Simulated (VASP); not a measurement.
Runs of VASP 6.6.1 on BeTe. The structure is that of space group I-4m2 (No. 119), or close to it. The cells are those of the table. 

```csv
cell,gap on the mesh (eV),pressure (GPa)
"a = 3.921, b = 3.921, c = 4.074 Å, angles 58.7, 58.7, 62.6°, 2 atoms",1.27,-1.6
"a = 3.921, b = 3.921, c = 3.761 Å, angles 61.3, 61.3, 57.3°, 2 atoms",1.28,3.8
"a = 3.930, b = 3.930, c = 3.604 Å, angles 62.7, 62.7, 54.6°, 2 atoms",0.73,7.9
"a = 3.840, b = 3.840, c = 3.917 Å, angles 59.3, 59.3, 61.3°, 2 atoms",1.30,(a)
"a = 3.846, b = 3.846, c = 4.074 Å, angles 58.0, 58.0, 64.0°, 2 atoms",(b),1.0
```

Alike in all rows: task single point; level LDA; potentials or basis VASP PAW LDA potentials, release 64 (Be, Te); no spin polarisation; k mesh 8 × 8 × 8; cutoff (eV) 520; smearing gaussian 0.05 eV.

Problem. Fill in the values left out.

Solution. (a) 3.7; (b) 0.87.

Caveats: spin-orbit coupling is left out, which moves the levels of the heavy elements.

A k mesh can miss the band edges, and the runs leave out spin-orbit coupling on Te.
